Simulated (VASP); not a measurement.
Si, 4 atoms in the cell. The cell holds a slab with vacuum, 4 atoms: a = 3.847 Å, b = 3.847 Å, c = 18.445 Å, α = 90.00°, β = 90.00°, γ = 120.00°. 

```yaml
Program: VASP 6.6.1
Task: single point
Functional: PBE
Dispersion: D3(BJ)
Potentials_or_basis: VASP PAW PBE potentials, release 64 (Si)
Cutoff: 520 eV
k_mesh: 9 × 9 × 1
Occupations: gaussian, width 0.1 eV
Spin: no spin polarisation
Dipole_correction: yes
Further_INCAR_settings: ALGO = Normal; EDIFF = 1e-06; NBANDS = 16
```

Potentials or basis: VASP PAW PBE potentials, release 64 (Si).

The run is started by

```sh
$ cat potpaw_PBE.64/Si/POTCAR > POTCAR
$ mpirun -np 1 vasp_std > vasp.out
```

Hardware: 1 thread of Intel(R) Xeon(R) 6975P-C (Granite Rapids), with other jobs on the host.

Q: How long does it take, and how much memory?

A: Run time: 89 s on 1 thread of Intel(R) Xeon(R) 6975P-C (Granite Rapids), on a shared host, peak memory 0.34 GiB. Counts: scf iterations 20, k points 12.
